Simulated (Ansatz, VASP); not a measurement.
**One calculation of SiC5, two programs**

Contents of INCAR:

```
ALGO = Normal
EDIFF = 1E-7
ENCUT = 520
GGA = PE
ISIF = 2
ISMEAR = 0
LASPH = True
LCHARG = False
LREAL = False
LWAVE = False
NBANDS = 21
NELM = 100
PREC = Accurate
SIGMA = 0.01
```

KPOINTS

```
k-points
0
Gamma
  12 12 4
```

Contents of POSCAR:

```
SiC5
1.0
    2.7247302423      0.0000000000      0.0000000000
   -1.3623651212      2.3596856083      0.0000000000
    0.0000000000      0.0000000000      6.7451248089
C Si
5 1
Direct
    0.0000000000      0.0000000000     -0.0279056134
    0.6666666667      0.3333333333      0.6696755148
    0.3333333333      0.6666666667      0.3656409587
    0.6666666667      0.3333333333      0.8962861346
    0.3333333333      0.6666666667      0.5929510660
    0.0000000000      0.0000000000      0.2533519394
```

Input for Ansatz:

```yaml
crystal:
  lattice:
    - [2.7247302423, 0.0, 0.0]
    - [-1.3623651212, 2.3596856083, 0.0]
    - [0.0, 0.0, 6.7451248089]
  atoms:
    - { symbol: C, position: [0.0, 0.0, -0.0279056134] }
    - { symbol: C, position: [0.6666666667, 0.3333333333, 0.6696755148] }
    - { symbol: C, position: [0.3333333333, 0.6666666667, 0.3656409587] }
    - { symbol: C, position: [0.6666666667, 0.3333333333, 0.8962861346] }
    - { symbol: C, position: [0.3333333333, 0.6666666667, 0.592951066] }
    - { symbol: Si, position: [0.0, 0.0, 0.2533519394] }
kpoints:
  mp_grid: { grid: [12, 12, 4] }
  band_path:
    path:
      - [0.0, 0.0, 0.0]
      - [0.5, 0.0, 0.0]
      - [0.3333333333, 0.3333333333, 0.0]
      - [0.0, 0.0, 0.5]
      - [0.5, 0.0, 0.5]
      - [0.3333333333, 0.3333333333, 0.5]
      - [0.0, 0.5, 0.0]
      - [0.0, 0.25, -0.5]
    npoints: 1
hamiltonian:
  xc: pbe
scf:
  occupations: { method: fixed }
  n_extra_bands: 5
output:
  forces: true
  stress: true
  eigenvalues: true
```

Alike in both runs: task single point; functional PBE; k mesh 12 × 12 × 4; no spin polarisation.

```csv
,VASP,Ansatz
version,VASP 6.6.1,Ansatz 0.2.0
potentials or method,"VASP PAW PBE potentials, release 64 (C, Si)","plane waves, PAW"
plane-wave cutoff (eV),520,420
occupations,"gaussian, width 0.01 eV",fixed
valence electrons in the cell,24,24
```

|  | VASP | Ansatz | Ansatz less VASP |
| --- | --- | --- | --- |
| gap on the k mesh at the Fermi level (eV) | 1.36 | 1.37 | +0.011 |
| pressure (GPa) | 3.7 | 3.6 | -0.13 |
| traceless stress, the component that is largest in VASP (GPa) | 0.82 | 0.85 | +0.028 |
| rms of the force components (eV/Å) | 0.138 | 0.147 | +0.0090 |

Atom by atom the forces differ by 0.015 eV/Å (rms over components).
